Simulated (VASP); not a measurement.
# HfHF3 (P4mm) in VASP: further runs

Runs on HfHF3. Level: PBE. Tasks: single point.

All numbers are computed with VASP 6.6.1; they aren't measurements. Logs are shortened: lines on timing, memory, paths and dates and some standing lists are left out, and cuts for length are marked.

## (1) The cell of the first run

Symmetry: P4mm, No. 99, tetragonal system. Conventional cell: a = 4.310 Å, b = 4.310 Å, c = 3.073 Å, α = 90.00°, β = 90.00°, γ = 90.00°. Within 2.9 Å of Hf (site symmetry 4mm) lie 4 F at 2.16 Å. Within 1.3 Å of H (site symmetry 4mm) lie 1 F at 0.94 Å. Within 2.9 Å of F (site symmetry 2mm) lie 2 Hf at 2.16 Å and 2 H at 2.25 Å and 4 F at 2.61 to 2.68 Å. Within 1.3 Å of F (site symmetry 4mm) lie 1 H at 0.94 Å.

The cell was built from a structure type or drawn by symmetry, and may not be a known phase.

## (2) Single point, PBE

INCAR reads:

```
SYSTEM = HfHF3
ALGO = Normal
EDIFF = 1E-7
ENCUT = 520
GGA = PE
ISIF = 2
ISMEAR = 0
LASPH = .True.
LCHARG = .False.
LREAL = .False.
LWAVE = .False.
NBANDS = 24
NELM = 100
PREC = Accurate
SIGMA = 0.1
```

KPOINTS reads:

```
k-points
0
Gamma
  4 4 6
  0 0 0
```

POSCAR reads:

```
HfHF3
1.0
    4.3099338989      0.0000000000      0.0000000000
    0.0000000000      4.3099338989      0.0000000000
    0.0000000000      0.0000000000      3.0727419881
Hf H F
1 1 3
Direct
    0.0000000000      0.0000000000      0.7088751833
    0.5000000000      0.5000000000      0.4860617176
    0.0000000000      0.5000000000      0.6986076134
    0.5000000000      0.0000000000      0.6986076134
    0.5000000000      0.5000000000      0.1804478922
```

Potentials or basis: VASP PAW PBE potentials, release 64 (Hf_pv, H, F).

Started as:

```sh
$ cat potpaw_PBE.64/Hf_pv/POTCAR potpaw_PBE.64/H/POTCAR potpaw_PBE.64/F/POTCAR > POTCAR
$ mpirun -np 1 vasp_std > vasp.out
```

OUTCAR:

```text
SYSTEM = HfHF3
   EDIFF = 1E-7
   ENCUT = 520
   GGA = PE
   ISIF = 2
   ISMEAR = 0
   LASPH = .True.
   LREAL = .False.
   NELM = 100
   PREC = Accurate

 ion  position               nearest neighbor table
   1  0.000  0.000  0.709-   3 2.16   4 2.16   3 2.16   4 2.16
   2  0.500  0.500  0.486-   5 0.94
   3  0.000  0.500  0.699-   1 2.16   1 2.16
   4  0.500  0.000  0.699-   1 2.16   1 2.16
   5  0.500  0.500  0.180-   2 0.94

  LATTYP: Found a simple tetragonal cell.
 ALAT       =     4.3099338989
 C/A-ratio  =     0.7129441101

  Lattice vectors:

 A1 = (   4.3099338989,   0.0000000000,   0.0000000000)
 A2 = (   0.0000000000,   4.3099338989,   0.0000000000)
 A3 = (   0.0000000000,   0.0000000000,   3.0727419881)

Analysis of symmetry for initial positions (statically):
=====================================================================
 Subroutine PRICEL returns:
 Original cell was already a primitive cell.

 Routine SETGRP: Setting up the symmetry group for a
 simple tetragonal supercell.

 Subroutine GETGRP returns: Found  8 space group operations
 (whereof  8 operations were pure point group operations)
 out of a pool of 16 trial point group operations.

The static configuration has the point symmetry C_4v.

Analysis of symmetry for dynamics (positions and initial velocities):
=====================================================================
 Subroutine PRICEL returns:
 Original cell was already a primitive cell.

 Routine SETGRP: Setting up the symmetry group for a
 simple tetragonal supercell.

 Subroutine GETGRP returns: Found  8 space group operations
 (whereof  8 operations were pure point group operations)
 out of a pool of 16 trial point group operations.

The dynamic configuration has the point symmetry C_4v.

 Subroutine INISYM returns: Found  8 space group operations
 (whereof  8 operations are pure point group operations),
 and found     1 'primitive' translations

----------------------------------------------------------------------------------------

                                     Primitive cell

  volume of cell :      57.0778

  direct lattice vectors                    reciprocal lattice vectors
     4.309933899  0.000000000  0.000000000     0.232022120  0.000000000  0.000000000
     0.000000000  4.309933899  0.000000000     0.000000000  0.232022120  0.000000000
     0.000000000  0.000000000  3.072741988     0.000000000  0.000000000  0.325442228

  length of vectors
     4.309933899  4.309933899  3.072741988     0.232022120  0.232022120  0.325442228

  position of ions in fractional coordinates (direct lattice)
     0.000000000  0.000000000  0.708875183
     0.500000000  0.500000000  0.486061718
     0.000000000  0.500000000  0.698607613
     0.500000000  0.000000000  0.698607613
     0.500000000  0.500000000  0.180447892

  ion indices of the primitive-cell ions
   primitive index   ion index
                 1           1
                 2           2
                 3           3
                 4           4
                 5           5

----------------------------------------------------------------------------------------

 KPOINTS: k-points

Automatic generation of k-mesh.
 Grid dimensions read from file:
 generate k-points for:    4    4    6

 Generating k-lattice:

  Cartesian coordinates                     Fractional coordinates (reciprocal lattice)
     0.058005530  0.000000000  0.000000000     0.250000000  0.000000000  0.000000000
     0.000000000  0.058005530  0.000000000     0.000000000  0.250000000  0.000000000
     0.000000000  0.000000000  0.054240371     0.000000000  0.000000000  0.166666667

  Length of vectors
     0.058005530  0.058005530  0.054240371

  Shift w.r.t. Gamma in fractional coordinates (k-lattice)
     0.000000000  0.000000000  0.000000000

 Subroutine IBZKPT returns following result:
 ===========================================

 Found     24 irreducible k-points:

 Following reciprocal coordinates:
            Coordinates               Weight
  0.000000  0.000000  0.000000      1.000000
  0.250000  0.000000  0.000000      4.000000
  0.500000  0.000000  0.000000      2.000000
  0.250000  0.250000  0.000000      4.000000
  0.500000  0.250000  0.000000      4.000000
  0.500000  0.500000  0.000000      1.000000
[... 16 lines left out ...]
  0.500000  0.250000  0.500000      4.000000
  0.500000  0.500000  0.500000      1.000000
   k-points           NKPTS =     24   k-points in BZ     NKDIM =     24   number of bands    NBANDS=     24
   number of dos      NEDOS =    301   number of ions     NIONS =      5
   total plane-waves  NPLWV =  24576
   dimension x,y,z NGX =    32 NGY =   32 NGZ =   24
   dimension x,y,z NGXF=    64 NGYF=   64 NGZF=   48
   ions per type =               1   1   3
   NGX,Y,Z   is equivalent  to a cutoff of  12.34, 12.34, 12.98 a.u.
   NGXF,Y,Z  is equivalent  to a cutoff of  24.69, 24.69, 25.97 a.u.
 SYSTEM =  HfHF3
[... 66 lines left out ...]
      1     -28.3660      2.00000
      2     -28.3660      2.00000
      3     -27.4686      2.00000
      4     -23.4128      2.00000
      5     -21.9330      2.00000
      6     -21.8986      2.00000
[... 16 lines left out ...]
     23      11.9498      0.00000
     24      11.9498      0.00000

 k-point     2 :       0.2500    0.0000    0.0000
  band No.  band energies     occupation
      1     -28.4760      2.00000
      2     -28.3648      2.00000
      3     -27.4676      2.00000
      4     -23.3525      2.00000
      5     -21.9634      2.00000
      6     -21.6478      2.00000
[... 16 lines left out ...]
     23      10.9191      0.00000
     24      11.6778      0.00000

 k-point     3 :       0.5000    0.0000    0.0000
  band No.  band energies     occupation
      1     -28.5794      2.00000
      2     -28.3636      2.00000
      3     -27.4666      2.00000
      4     -23.2948      2.00000
      5     -22.0145      2.00000
      6     -21.3708      2.00000
[... 16 lines left out ...]
     23      10.5492      0.00000
     24      11.3424      0.00000

 k-point     4 :       0.2500    0.2500    0.0000
  band No.  band energies     occupation
      1     -28.4751      2.00000
      2     -28.4730      2.00000
      3     -27.4666      2.00000
      4     -23.3137      2.00000
      5     -21.6883      2.00000
      6     -21.6826      2.00000
[... 16 lines left out ...]
     23      10.7355      0.00000
     24      11.0125      0.00000

 k-point     5 :       0.5000    0.2500    0.0000
  band No.  band energies     occupation
      1     -28.5768      2.00000
      2     -28.4721      2.00000
      3     -27.4656      2.00000
      4     -23.2770      2.00000
      5     -21.7243      2.00000
      6     -21.4006      2.00000
[... 16 lines left out ...]
     23      10.5248      0.00000
     24      10.8359      0.00000

 k-point     6 :       0.5000    0.5000    0.0000
  band No.  band energies     occupation
      1     -28.5743      2.00000
      2     -28.5743      2.00000
      3     -27.4647      2.00000
      4     -23.2589      2.00000
      5     -21.4311      2.00000
      6     -21.4311      2.00000
[... 16 lines left out ...]
     23      10.6172      0.00000
     24      10.7127      0.00000
[... 379 lines left out ...]
 k-point    21 :       0.5000    0.0000    0.5000
  band No.  band energies     occupation
      1     -28.5160      2.00000
      2     -28.3100      2.00000
      3     -27.9899      2.00000
      4     -23.0859      2.00000
      5     -21.9097      2.00000
      6     -21.3511      2.00000
[... 16 lines left out ...]
     23      12.1457      0.00000
     24      15.1690      0.00000

 k-point    22 :       0.2500    0.2500    0.5000
  band No.  band energies     occupation
      1     -28.4163      2.00000
      2     -28.4153      2.00000
      3     -27.9900      2.00000
      4     -23.0858      2.00000
      5     -21.6696      2.00000
      6     -21.5938      2.00000
[... 16 lines left out ...]
     23      12.7880      0.00000
     24      14.4431      0.00000

 k-point    23 :       0.5000    0.2500    0.5000
  band No.  band energies     occupation
      1     -28.5146      2.00000
      2     -28.4146      2.00000
      3     -27.9884      2.00000
      4     -23.0833      2.00000
      5     -21.6291      2.00000
      6     -21.3482      2.00000
[... 16 lines left out ...]
     23      12.3237      0.00000
     24      13.6883      0.00000

 k-point    24 :       0.5000    0.5000    0.5000
  band No.  band energies     occupation
      1     -28.5132      2.00000
      2     -28.5132      2.00000
      3     -27.9869      2.00000
      4     -23.0808      2.00000
      5     -21.3455      2.00000
      6     -21.3455      2.00000
[... 16 lines left out ...]
     23      13.0348      0.00000
     24      13.0348      0.00000

------------------------ aborting loop because EDIFF is reached ----------------------------------------

  FORCE on cell =-STRESS in cart. coord.  units (eV):
  Direction    XX          YY          ZZ          XY          YZ          ZX
  --------------------------------------------------------------------------------------
  -------------------------------------------------------------------------------------
  Total       -0.7168652     -0.7168652      0.0060126      0.0000000      0.0000000     -0.0000000
  in kB      -20.1224450    -20.1224450      0.1687750      0.0000000      0.0000000     -0.0000000
  external PRESSURE =     -13.3587050 kB  Pullay stress =       0.0000000 kB

 VOLUME and BASIS-vectors are now :
 -----------------------------------------------------------------------------
  energy-cutoff  :      520.00
  volume of cell :       57.08
      direct lattice vectors                 reciprocal lattice vectors
     4.309933899  0.000000000  0.000000000     0.232022120  0.000000000  0.000000000
     0.000000000  4.309933899  0.000000000     0.000000000  0.232022120  0.000000000
     0.000000000  0.000000000  3.072741988     0.000000000  0.000000000  0.325442228

 POSITION                                       TOTAL-FORCE (eV/Angst)
 -----------------------------------------------------------------------------------
      0.00000      0.00000      2.17819         0.000000      0.000000     -0.002167
      2.15497      2.15497      1.49354         0.000000      0.000000      0.290374
      0.00000      2.15497      2.14664        -0.000000      0.000000      0.000393
      2.15497      0.00000      2.14664         0.000000      0.000000      0.000393
      2.15497      2.15497      0.55447         0.000000     -0.000000     -0.288993
 -----------------------------------------------------------------------------------
    total drift:                                0.000000      0.000000      0.001604

  FREE ENERGIE OF THE ION-ELECTRON SYSTEM (eV)
  ---------------------------------------------------
  free  energy   TOTEN  =       -29.1351417801 eV

  energy  without entropy=      -29.1253140032  energy(sigma->0) =      -29.13022789
```

Wall time 9.6 s (1 thread of Intel Xeon 6975P-C (Granite Rapids), shared host); peak memory 0.18 GiB.

Results:

* Free energy: -29.1351 eV
* Pressure: -1.3 GPa
* Largest force: 0.290 eV/Å
* Band gap on the k mesh: zero (bands 16 and 17 overlap by 1.25 eV)

Forces on the atoms (eV/Å):
```
Hf   0.000  0.000 -0.002
H    0.000  0.000  0.290
F    0.000  0.000  0.000
F    0.000  0.000  0.000
F    0.000  0.000 -0.289
```

Stress tensor (GPa, compression positive):
```
-2.01  0.00  0.00
 0.00 -2.01  0.00
 0.00  0.00  0.02
```

Caveat: the k points lie up to 0.36 Å⁻¹ apart, too coarse for converged energies and pressures of a metal; spin-orbit coupling is left out, which moves the levels of the heavy elements.

## (3) Single point, PBE

This run uses another cell than the first one, of 11.70 Å³/atom.

INCAR reads:

```
SYSTEM = HfHF3
PREC = Accurate
ENCUT = 520
EDIFF = 1E-6
ISMEAR = 0
SIGMA = 0.1
LREAL = .False.
LASPH = .True.
NELM = 60
ALGO = Normal
ISIF = 2
LWAVE = .False.
LCHARG = .True.
GGA = PE
LELF = .True.
LVHAR = .True.
NBANDS = 24
```

KPOINTS reads:

```
Automatic mesh
0
Gamma
  6 6 4
  0 0 0
```

POSCAR reads:

```
HfHF3
1.0
    3.5875718600      0.0000000000      0.0000000000
    0.0000000000      3.5875718600      0.0000000000
    0.0000000000      0.0000000000      4.5448563800
Hf H F
1 1 3
Direct
    0.0000000000      0.0000000000      0.0000000000
    0.5000000000      0.5000000000      0.6650000200
    0.0000000000      0.5000000000      0.5000000000
    0.5000000000      0.0000000000      0.5000000000
    0.5000000000      0.5000000000      0.1076000000
```

Potentials or basis: VASP PAW PBE potentials, release 64 (Hf_pv, H, F).

Started as:

```sh
$ cat potpaw_PBE.64/Hf_pv/POTCAR potpaw_PBE.64/H/POTCAR potpaw_PBE.64/F/POTCAR > POTCAR
$ mpirun -np 1 vasp_std > vasp.out
```

Run time: 18 s. Hardware: 1 thread of Intel Xeon 6975P-C (Granite Rapids), shared host; peak memory 0.19 GiB.

Results (log left out):

```
Free energy            : -23.5872 eV
Pressure               : -17.4 GPa
Largest force          : 1.123 eV/Å
Band gap on the k mesh : zero (bands 16 and 17 overlap by 2.21 eV)
```

Forces in eV/Å, atoms in the order of the input:
```
Hf   0.000  0.000  0.268
H    0.000  0.000 -0.449
F    0.000  0.000  0.652
F    0.000  0.000  0.652
F    0.000  0.000 -1.123
```

Stress tensor (GPa, compression positive):
```
-15.04   0.00   0.00
  0.00 -15.04   0.00
  0.00   0.00 -22.06
```

Levels at points of the mesh, in eV from the Fermi level:
| k point | band 13 | band 14 | band 15 | band 16 | band 17 | band 18 | band 19 | band 20 |
| --- | --- | --- | --- | --- | --- | --- | --- | --- |
| (0.00, 0.00, 0.00) | -4.39 | -3.23 | -3.23 | -2.33 | -1.65 | -0.05 | 0.94 | 0.94 |
| (0.50, 0.00, 0.00) | -4.42 | -4.40 | -4.14 | -0.04 | 0.35 | 1.02 | 1.11 | 1.61 |
| (0.50, 0.50, 0.00) | -5.08 | -3.05 | -2.92 | 0.51 | 1.17 | 1.17 | 1.55 | 2.01 |
| (0.00, 0.00, 0.50) | -4.89 | -3.28 | -3.28 | -0.81 | -0.54 | 0.21 | 1.43 | 1.50 |
| (0.50, 0.00, 0.50) | -4.57 | -4.28 | -4.14 | -0.09 | 0.11 | 1.49 | 1.50 | 1.52 |
| (0.50, 0.50, 0.50) | -4.47 | -3.03 | -2.92 | -0.16 | 0.09 | 0.09 | 0.82 | 2.35 |

Caveat: the cell stands under tension; spin-orbit coupling is left out, which moves the levels of the heavy elements; forces of over 1 eV/Å act on the atoms, so gaps and moduli don't describe the material at rest.

## (4) Single point, PBE

This run uses another cell than the first one, of 12.16 Å³/atom.

INCAR reads:

```
SYSTEM = HfHF3
PREC = Accurate ; ENCUT = 520
EDIFF = 1E-6 ; ISMEAR = 0
SIGMA = 0.1 ; LREAL = .FALSE.
LASPH = .TRUE. ; NELM = 80
ALGO = Normal ; ISIF = 2
LWAVE = .FALSE. ; LCHARG = .FALSE.
GGA = PE ; NBANDS = 24
```

KPOINTS reads:

```
Automatic mesh
0
G
  6 6 4
  0 0 0
```

POSCAR reads:

```
HfHF3
1.0
    4.2700696802      0.0000000000      0.0000000000
    0.0000000000      4.2700696802      0.0000000000
    0.0000000000      0.0000000000      3.3353745384
Hf H F
1 1 3
Direct
    0.0000000000      0.0000000000     -0.2737172766
    0.5000000000      0.5000000000      0.4558228053
    0.0000000000      0.5000000000      0.7077781334
    0.5000000000      0.0000000000      0.7077781334
    0.5000000000      0.5000000000      0.1749382244
```

Started as:

```sh
$ cat potpaw_PBE.64/Hf_pv/POTCAR potpaw_PBE.64/H/POTCAR potpaw_PBE.64/F/POTCAR > POTCAR
$ mpirun -np 1 vasp_std > vasp.out
```

Run time: 13 s. Hardware: 1 thread of Intel Xeon 6975P-C (Granite Rapids), shared host; peak memory 0.19 GiB.

The run converged. Its results:

- Free energy: -29.2906 eV
- Pressure: -1.2 GPa
- Largest force: 0.302 eV/Å
- Band gap on the k mesh: zero (bands 16 and 17 overlap by 1.09 eV)

Forces on the atoms (eV/Å):
```
Hf   0.000  0.000 -0.006
H    0.000  0.000  0.301
F    0.000  0.000  0.004
F    0.000  0.000  0.004
F    0.000  0.000 -0.302
```

Stress tensor (GPa, compression positive):
```
-1.94  0.00  0.00
 0.00 -1.94  0.00
 0.00  0.00  0.17
```

Levels at points of the mesh, in eV from the Fermi level:
| k point | band 14 | band 15 | band 16 | band 17 | band 18 | band 19 |
| --- | --- | --- | --- | --- | --- | --- |
| (0.00, 0.00, 0.00) | -6.53 | -6.53 | -3.07 | -0.03 | 1.02 | 1.70 |
| (0.50, 0.00, 0.00) | -7.38 | -6.57 | -2.46 | 1.11 | 1.75 | 2.22 |
| (0.50, 0.50, 0.00) | -7.44 | -7.28 | -2.42 | 1.75 | 2.59 | 2.59 |
| (0.00, 0.00, 0.50) | -7.33 | -7.33 | -0.35 | -0.35 | 0.34 | 2.37 |
| (0.50, 0.00, 0.50) | -7.29 | -6.54 | -0.46 | 0.51 | 1.31 | 2.77 |
| (0.50, 0.50, 0.50) | -6.59 | -6.59 | 0.75 | 0.75 | 2.19 | 2.37 |

Caveat: the k points lie up to 0.47 Å⁻¹ apart, too coarse for converged energies and pressures of a metal; spin-orbit coupling is left out, which moves the levels of the heavy elements.

## (5) Overview

```tsv
cell	k mesh	gap on the mesh (eV)	pressure (GPa)	largest force (eV/Å)
a = 4.310, b = 4.310, c = 3.073 Å, 5 atoms, atomic positions A	4 × 4 × 6	none	-1.3	0.29
a = 3.588, b = 3.588, c = 4.545 Å, 5 atoms, atomic positions B	6 × 6 × 4	none	-17.4	1.12
a = 4.270, b = 4.270, c = 3.335 Å, 5 atoms, atomic positions C	6 × 6 × 4	none	-1.2	0.30
```

Alike in all rows: task single point; level PBE; potentials or basis VASP PAW PBE potentials, release 64 (Hf_pv, H, F); no spin polarisation; cutoff (eV) 520; smearing gaussian 0.1 eV.

Caveats: some runs use coarse meshes; spin-orbit coupling is left out, which moves the levels of the heavy elements; the cell stands under tension (at least some runs); forces of over 1 eV/Å act on the atoms, so gaps and moduli don't describe the material at rest (at least some runs).

Total energies depend on the potentials used, so only differences within one code and one set of settings carry meaning.
